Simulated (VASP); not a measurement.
# MgB (Pm-3m) in VASP: relaxation of cell and atoms with r2SCAN

Aim: the relaxation of cell and atoms of MgB with r2SCAN.

Everything below comes from runs of VASP 6.6.1. Logs are shortened: lines on timing, memory, paths and dates and some standing lists are left out, and cuts for length are marked.

## 1. The cell of the first run

Symmetry: Pm-3m, No. 221, cubic system. Conventional cell: a = 2.895 Å, b = 2.895 Å, c = 2.895 Å, α = 90.00°, β = 90.00°, γ = 90.00°. Mg (site symmetry m-3m) has 8 B at 2.51 Å and 6 Mg at 2.90 Å within 3.3 Å. Within 3.3 Å of B (site symmetry m-3m) lie 8 Mg at 2.51 Å and 6 B at 2.90 Å.

## 2. Relaxation of cell and atoms, r2SCAN, target pressure 30 GPa, at which the enthalpy is minimised

Contents of POSCAR:

```
MgB
1.0
    2.8951500000      0.0000000000      0.0000000000
    0.0000000000      2.8951500000      0.0000000000
    0.0000000000      0.0000000000      2.8951500000
Mg B
1 1
Direct
    0.0000000000      0.0000000000      0.0000000000
    0.5000000000      0.5000000000      0.5000000000
```

Contents of INCAR.step1:

```
SYSTEM = MgB
PREC = Accurate ; ENCUT = 600
ISMEAR = -1 ; SIGMA = 0.05
LREAL = .FALSE. ; LASPH = .TRUE.
NELM = 80 ; GGA = PE
ALGO = Normal ; EDIFF = 1E-4
LWAVE = .TRUE. ; LCHARG = .FALSE.
```

Contents of INCAR.step2:

```
SYSTEM = MgB
PREC = Accurate ; ENCUT = 600
EDIFF = 1E-6 ; ISMEAR = -1
SIGMA = 0.05 ; LREAL = .FALSE.
LASPH = .TRUE. ; NELM = 80
ALGO = Normal ; ISIF = 3
LWAVE = .FALSE. ; LCHARG = .FALSE.
METAGGA = R2SCAN ; LMIXTAU = .TRUE.
IBRION = 2 ; NSW = 60
EDIFFG = -0.01 ; PSTRESS = 300.0
ISTART = 1
```

Contents of KPOINTS:

```
regular mesh
0
G
  9 9 9
  0 0 0
```

Potentials or basis: VASP PAW PBE potentials, release 64 (Mg, B).

Started as:

```console
$ cat potpaw_PBE.64/Mg/POTCAR potpaw_PBE.64/B/POTCAR > POTCAR
$ cp INCAR.step1 INCAR
$ mpirun -np 1 vasp_std > vasp.out
$ cp INCAR.step2 INCAR
$ mpirun -np 1 vasp_std > vasp.out
```

OUTCAR:

```text
SYSTEM = MgB
   PREC = Accurate
   ENCUT = 600
   EDIFF = 1E-6
   ISMEAR = -1
   LREAL = .FALSE.
   LASPH = .TRUE.
   NELM = 80
   ISIF = 3
   METAGGA = R2SCAN
   IBRION = 2
   NSW = 60
   EDIFFG = -0.01
   PSTRESS = 300.0
   ISTART = 1

 ion  position               nearest neighbor table
   1  0.000  0.000  0.000-   2 2.51   2 2.51   2 2.51   2 2.51   2 2.51   2 2.51   2 2.51   2 2.51

   2  0.500  0.500  0.500-   1 2.51   1 2.51   1 2.51   1 2.51   1 2.51   1 2.51   1 2.51   1 2.51

  LATTYP: Found a simple cubic cell.
 ALAT       =     2.8951500000

  Lattice vectors:

 A1 = (   2.8951500000,   0.0000000000,   0.0000000000)
 A2 = (   0.0000000000,   2.8951500000,   0.0000000000)
 A3 = (   0.0000000000,   0.0000000000,   2.8951500000)

Analysis of symmetry for initial positions (statically):
=====================================================================
 Subroutine PRICEL returns:
 Original cell was already a primitive cell.

 Routine SETGRP: Setting up the symmetry group for a
 simple cubic supercell.

 Subroutine GETGRP returns: Found 48 space group operations
 (whereof 48 operations were pure point group operations)
 out of a pool of 48 trial point group operations.

The static configuration has the point symmetry O_h .

Analysis of symmetry for dynamics (positions and initial velocities):
=====================================================================
 Subroutine PRICEL returns:
 Original cell was already a primitive cell.

 Routine SETGRP: Setting up the symmetry group for a
 simple cubic supercell.

 Subroutine GETGRP returns: Found 48 space group operations
 (whereof 48 operations were pure point group operations)
 out of a pool of 48 trial point group operations.

The dynamic configuration has the point symmetry O_h .

 Subroutine INISYM returns: Found 48 space group operations
 (whereof 48 operations are pure point group operations),
 and found     1 'primitive' translations

----------------------------------------------------------------------------------------

                                     Primitive cell

  volume of cell :      24.2668

  direct lattice vectors                    reciprocal lattice vectors
     2.895150000  0.000000000  0.000000000     0.345405247  0.000000000  0.000000000
     0.000000000  2.895150000  0.000000000     0.000000000  0.345405247  0.000000000
     0.000000000  0.000000000  2.895150000     0.000000000  0.000000000  0.345405247

  length of vectors
     2.895150000  2.895150000  2.895150000     0.345405247  0.345405247  0.345405247

  position of ions in fractional coordinates (direct lattice)
     0.000000000  0.000000000  0.000000000
     0.500000000  0.500000000  0.500000000

  ion indices of the primitive-cell ions
   primitive index   ion index
                 1           1
                 2           2

----------------------------------------------------------------------------------------

 KPOINTS: regular mesh

Automatic generation of k-mesh.
 Grid dimensions read from file:
 generate k-points for:    9    9    9

 Generating k-lattice:

  Cartesian coordinates                     Fractional coordinates (reciprocal lattice)
     0.038378361  0.000000000  0.000000000     0.111111111  0.000000000  0.000000000
     0.000000000  0.038378361  0.000000000     0.000000000  0.111111111  0.000000000
     0.000000000  0.000000000  0.038378361     0.000000000  0.000000000  0.111111111

  Length of vectors
     0.038378361  0.038378361  0.038378361

  Shift w.r.t. Gamma in fractional coordinates (k-lattice)
     0.000000000  0.000000000  0.000000000

 Subroutine IBZKPT returns following result:
 ===========================================

 Found     35 irreducible k-points:

 Following reciprocal coordinates:
            Coordinates               Weight
  0.000000  0.000000  0.000000      1.000000
  0.111111  0.000000  0.000000      6.000000
  0.222222  0.000000  0.000000      6.000000
  0.333333  0.000000  0.000000      6.000000
  0.444444  0.000000  0.000000      6.000000
  0.111111  0.111111  0.000000     12.000000
[... 16 lines left out ...]
  0.333333  0.333333  0.111111     24.000000
  0.444444  0.333333  0.111111     48.000000
 [... further k-points ...]
   k-points           NKPTS =     35   k-points in BZ     NKDIM =     35   number of bands    NBANDS=      6
   number of dos      NEDOS =    301   number of ions     NIONS =      2
   total plane-waves  NPLWV =  13824
   dimension x,y,z NGX =    24 NGY =   24 NGZ =   24
   dimension x,y,z NGXF=    48 NGYF=   48 NGZF=   48
   ions per type =               1   1
   NGX,Y,Z   is equivalent  to a cutoff of  13.78, 13.78, 13.78 a.u.
   NGXF,Y,Z  is equivalent  to a cutoff of  27.56, 27.56, 27.56 a.u.
 SYSTEM =  MgB
   PREC   = accura    normal or accurate (medium, high low for compatibility)
   ISTART =      1    job   : 0-new  1-cont  2-samecut
   ICHARG =      0    charge: 1-file 2-atom 10-const
   ISPIN  =      1    spin polarized calculation?
   LNONCOLLINEAR =      F non collinear calculations
   LSORBIT =      F    spin-orbit coupling
   LASPH  =      T    aspherical Exc in radial PAW
   ENCUT  =  600.0 eV  44.10 Ry    6.64 a.u.   5.78  5.78  5.78*2*pi/ulx,y,z
   NELM   =     80;   NELMIN=  2; NELMDL=  0     # of ELM steps
   EDIFF  = 0.1E-05   stopping-criterion for ELM
   LREAL  =      F    real-space projection
   EDIFFG = -.1E-01   stopping-criterion for IOM
   NSW    =     60    number of steps for IOM
   IBRION =      2    ionic relax: 0-MD 1-quasi-New 2-CG
   NFREE  =      1    steps in history (QN), initial steepest desc. (CG)
   ISIF   =      3    stress and relaxation
   ISYM   =      2    0-nonsym 1-usesym 2-fastsym
   POTIM  = 0.5000    time-step for ionic-motion
   TEBEG  =    0.0;   TEEND  =   0.0 temperature during run
   PSTRESS=  300.0 pullay stress
   NELECT =       5.0000    total number of electrons
   NUPDOWN=      -1.0000    fix difference up-down
   EMIN   =  10.00;   EMAX   =-10.00  energy-range for DOS
   EFERMI =   0.00;   METHOD = LEGACY
   ISMEAR =    -1;   SIGMA  =   0.05  broadening in eV -4-tet -1-fermi 0-gaus
   EFERMI_NEDOS =   21; number of points for ismear=-14 and -15
   IALGO  =     38    algorithm
   IMIX   =      4    mixing-type and parameters
     AMIX     =   0.40;   BMIX     =  1.00
     AMIX_MAG =   1.60;   BMIX_MAG =  1.00
  volume/ion in A,a.u.               =      12.13        81.88
  Fermi-wavevector in a.u.,A,eV,Ry     =   0.966927  1.827227 12.720742  0.934948
  Thomas-Fermi vector in A             =   2.096770
   LORBIT       =      0    0 simple, 1 ext, 2 COOP (PROOUT), +10 PAW based schemes
   METAGGA = R2SCAN    functional components
   LHFCALC =     F    Hartree Fock is set to
   AEXX    =    0.0000 exact exchange contribution
   IVDW    =     0    specifies the selected vdW correction
   LEPSILON=     F    determine dielectric tensor
   LRPA    =     F    only Hartree local field effects (RPA)
 conjugate gradient relaxation of ions
 non-spin polarized calculation
  energy-cutoff  :      600.00
  volume of cell :       24.27
 maximum number of plane-waves:       819
 NGX is ok and might be reduce to    24
   NGX = 11   NGY = 11   NGZ = 11

--------------------------------------- Ionic step        1  -------------------------------------------

 number of electron       5.0000000 magnetization

 Free energy of the ion-electron system (eV)
  ---------------------------------------------------
  ext. energy  EPLUGINS =         0.00000000
  ---------------------------------------------------
  free energy    TOTEN  =        -9.93836255 eV

  energy without entropy =       -9.93154376  energy(sigma->0) =       -9.93495316

------------------------ aborting loop because EDIFF is reached ----------------------------------------

  FORCE on cell =-STRESS in cart. coord.  units (eV):
  Direction    XX          YY          ZZ          XY          YZ          ZX
  --------------------------------------------------------------------------------------
  -------------------------------------------------------------------------------------
  Total       -0.1880005     -0.1880005     -0.1880005      0.0000000      0.0000000     -0.0000000
  in kB      -12.4124166    -12.4124166    -12.4124166      0.0000000      0.0000000     -0.0000000
  external PRESSURE =    -312.4124166 kB  Pullay stress =     300.0000000 kB
[... 61 lines left out ...]
  enthalpy is  TOTEN    =        -5.7621361524 eV   P V=        3.1587945747

--------------------------------------- Ionic step        3  -------------------------------------------

 number of electron       5.0000000 magnetization

 Free energy of the ion-electron system (eV)
  ---------------------------------------------------
  ext. energy  EPLUGINS =         0.00000000
  ---------------------------------------------------
  free energy    TOTEN  =        -9.57824715 eV

  energy without entropy =       -9.57239804  energy(sigma->0) =       -9.57532259

 E-fermi :   6.6071     XC(G=0): -11.9593

 val. band max:        6.5115675435   @ k =   0.3333   0.2222   0.2222
 cond. band min:       6.6150883280   @ k =   0.3333   0.2222   0.0000
 fundamental gap:      0.1035207845
 Fermi energy:         6.6070539070

 k-point     1 :       0.0000    0.0000    0.0000
  band No.  band energies     occupation
      1      -6.5857      2.00000
      2       9.7214      0.00000
      3       9.7214      0.00000
      4       9.7214      0.00000
      5      14.1861      0.00000
      6      14.1861      0.00000

 k-point     2 :       0.1111    0.0000    0.0000
  band No.  band energies     occupation
      1      -6.3457      2.00000
      2       7.8195      0.00000
      3       9.8539      0.00000
      4       9.8539      0.00000
      5      14.4566      0.00000
      6      16.0267      0.00000
[... 190 lines left out ...]
 k-point    24 :       0.4444    0.3333    0.1111
  band No.  band energies     occupation
      1      -0.9883      2.00000
      2       1.8338      2.00000
      3       4.9264      2.00000
      4      11.3096      0.00000
      5      11.5932      0.00000
      6      18.9463      0.00000

 [... further k-points ...]

------------------------ aborting loop because EDIFF is reached ----------------------------------------

  FORCE on cell =-STRESS in cart. coord.  units (eV):
  Direction    XX          YY          ZZ          XY          YZ          ZX
  --------------------------------------------------------------------------------------
  -------------------------------------------------------------------------------------
  Total        3.5894134      3.5894134      3.5894134      0.0000000      0.0000000      0.0000000
  in kB      298.6480424    298.6480424    298.6480424      0.0000000      0.0000000      0.0000000
  external PRESSURE =      -1.3519576 kB  Pullay stress =     300.0000000 kB
[... 17 lines left out ...]
  FREE ENERGIE OF THE ION-ELECTRON SYSTEM (eV)
  ---------------------------------------------------
  free  energy   TOTEN  =        -9.5782471502 eV

  energy  without entropy=       -9.5723980371  energy(sigma->0) =       -9.57532259

  enthalpy is  TOTEN    =        -5.9725847370 eV   P V=        3.6056624132

 reached required accuracy - stopping structural energy minimisation
```

Run time: 66 s. Hardware: 1 thread of Intel Xeon 8259CL, shared host; peak memory 0.16 GiB.

Results:

| Quantity | Value |
| --- | --- |
| Free energy | -9.5782 eV |
| Relaxed volume | 9.63 Å³/atom |
| Relaxed cell | a = 2.680 Å, b = 2.680 Å, c = 2.680 Å, α = 90.00°, β = 90.00°, γ = 90.00° |
| Space group after relaxing (to 0.1 Å) | Pm-3m (No. 221) |
| Energy change on relaxing (the run minimises the enthalpy) | +180.1 meV/atom |
| Ionic steps | 3 |
| Pressure after relaxing | 29.9 GPa |
| Band gap on the k mesh | zero (an odd number of electrons rules out a gap without spin polarisation) |

Step by step:
```
step  energy change (eV)  largest force (eV/Å)  pressure (GPa)  volume (Å³)
   1              0.0000                0.0000           -1.24        24.27
   2              1.0174                0.0000           61.59        16.87
   3              0.3601                0.0000           29.86        19.26
```

Final structure:
```
Mg B
1.0
     2.68035    0.00000    0.00000
     0.00000    2.68035    0.00000
     0.00000    0.00000    2.68035
Mg B
1 1
Cartesian
  0.0000 0.0000 0.0000
  1.3402 1.3402 1.3402
```

Caveat: the cell is relaxed towards a set pressure, so the run minimises the enthalpy, not the energy; the volume moved by over 15 % at a fixed basis, so the end points are rough; the PAW data sets were made with another functional, which shifts forces and pressure a little.
